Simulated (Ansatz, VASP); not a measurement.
# C: VASP beside Ansatz

Contents of POSCAR:

```
C
1.0
    0.4347120269      2.0251218816      2.0251218816
    2.0251218816      0.4347120269      2.0251218816
    2.0251218816      2.0251218816      0.4347120269
C
2
Direct
    0.5000000000      0.5000000000      0.5000000000
    0.7500000000      0.7500000000      0.7500000000
```

INCAR.step1

```
SYSTEM = C
ALGO = Normal
EDIFF = 1E-4
ENCUT = 520
GGA = PE
ISMEAR = 0
LASPH = .TRUE.
LCHARG = .FALSE.
LREAL = .FALSE.
LWAVE = .TRUE.
NBANDS = 11
NELM = 60
PREC = Accurate
SIGMA = 0.05
```

INCAR.step2

```
SYSTEM = C
ALGO = Normal
EDIFF = 1E-7
ENCUT = 520
ISIF = 2
ISMEAR = 0
ISTART = 1
LASPH = .TRUE.
LCHARG = .FALSE.
LMIXTAU = .TRUE.
LREAL = .FALSE.
LWAVE = .FALSE.
METAGGA = R2SCAN
NBANDS = 11
NELM = 60
PREC = Accurate
SIGMA = 0.05
```

KPOINTS

```
k-points
0
G
  12 12 12
  0 0 0
```

Input for Ansatz:

```yaml
crystal:
  lattice:
    - [0.4347120269, 2.0251218816, 2.0251218816]
    - [2.0251218816, 0.4347120269, 2.0251218816]
    - [2.0251218816, 2.0251218816, 0.4347120269]
  atoms:
    - { symbol: C, position: [0.5, 0.5, 0.5] }
    - { symbol: C, position: [0.75, 0.75, 0.75] }
basis:
  ecutwfc: 500
kpoints:
  mp_grid: { grid: [12, 12, 12] }
hamiltonian:
  xc: r2scan
scf:
  occupations: { method: gaussian, width: 0.05 }
output:
  forces: true
  stress: true
  eigenvalues: true
```

Alike in both runs: task single point; functional r2SCAN; k mesh 12 × 12 × 12; occupations gaussian, width 0.05 eV; no spin polarisation.

|  | VASP | Ansatz |
| --- | --- | --- |
| version | VASP 6.6.1 | Ansatz 0.2.0 |
| potentials or method | VASP PAW PBE potentials, release 64 (C), cutoff 520 eV | scalar-relativistic, plane waves, PAW |
| valence electrons in the cell | 8 | 8 |

|  | VASP | Ansatz | Ansatz less VASP |
| --- | --- | --- | --- |
| gap on the k mesh at the Fermi level (eV) | none | none | - |
| rms of the force components (eV/Å) | 2.084 | 2.140 | +0.0562 |

VASP's potentials were made for PBE, not for r2SCAN. Atom by atom the forces differ by 0.056 eV/Å (rms over components). A gap of «none» marks a metal or a gap that the smearing closes.
